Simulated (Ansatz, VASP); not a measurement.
**Al5GaAs6: VASP beside Ansatz**

```xyz
12
Lattice="-4.0828 -0.0006 -0.0001 -0.0002 0.0017 -5.6022 -0.0005 -12.3596 -0.0025" Properties=species:S:1:pos:R:3 pbc="T T T"
Al   -0.0006   -2.0614   -5.5990
Al   -0.0009  -10.2946   -5.6007
Al   -2.0418   -8.2387   -2.7977
Al   -0.0003   -6.1797    0.0032
Al   -2.0414   -4.1199   -2.7967
Ga   -2.0414    0.0004   -2.8024
As   -2.0417   -2.0632   -1.3976
As   -0.0001    0.0014   -4.2217
As   -2.0420  -10.2961   -1.3993
As   -0.0004   -8.2364   -4.2065
As   -2.0416   -6.1797   -1.4030
As    0.0000   -4.1204   -4.2055
```

Change from the starting cell: cell x1, atoms moved at random (sigma 0.15 Å) and cell strained at random (1.5 %), then relaxed without symmetry.

Alike in both runs: functional PBE; k mesh 4 × 2 × 1; occupations gaussian, width 0.1 eV; no spin polarisation.

Ansatz relaxed the structure, and its values are those at the end. VASP's run is a single point on that final structure, the one shown.

|  | VASP | Ansatz |
| --- | --- | --- |
| version | VASP 6.6.1 | Ansatz 0.2.0 |
| potentials or method | VASP PAW PBE potentials, release 64 (Al, Ga_d, As), cutoff 520 eV | scalar-relativistic, plane waves, PAW |
| valence electrons in the cell | 58 | 118 |

```csv
,VASP,Ansatz,Ansatz less VASP
gap on the k mesh at the Fermi level (eV),1.26,1.27,+0.007
least direct gap on the mesh (eV),1.26,1.27,+0.007
pressure (GPa),0.2,0.0,-0.16
```

The functional is the same, so the differences come from potentials, cutoffs and numerics. VASP's potentials hold 58 valence electrons a cell and Ansatz's 118, so a difference there can come from the potentials and not from the codes.

The k mesh is coarse, so the values compare programs but aren't converged.
